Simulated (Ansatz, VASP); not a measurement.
# W: VASP beside Ansatz

```xyz
1
Lattice="-1.5852 1.5852 1.5852 1.5852 -1.5852 1.5852 1.5852 1.5852 -1.5852" Properties=species:S:1:pos:R:3 pbc="T T T"
W     0.0000    0.0000    0.0000
```

Alike in both runs: task relaxation of cell and atoms; functional PBE; k mesh 17 × 17 × 17; occupations methfessel-paxton of order 1, width 0.1 eV; no spin polarisation.

```csv
,VASP,Ansatz
version,VASP 6.6.1,Ansatz 0.2.0
potentials or method,"VASP PAW PBE potentials, release 64 (W_sv), cutoff 600 eV",plane-wave PAW DFT
valence electrons in the cell,14,14
```

VASP gave:

- relaxed volume (Å³/atom): 16.17
- relaxed cell length with the largest relative difference (Å): 2.759

Q: Estimate Ansatz's values.

A: Relaxed volume (Å³/atom): 16.14; relaxed cell length with the largest relative difference (Å): 2.758.

Spin-orbit coupling is off throughout.
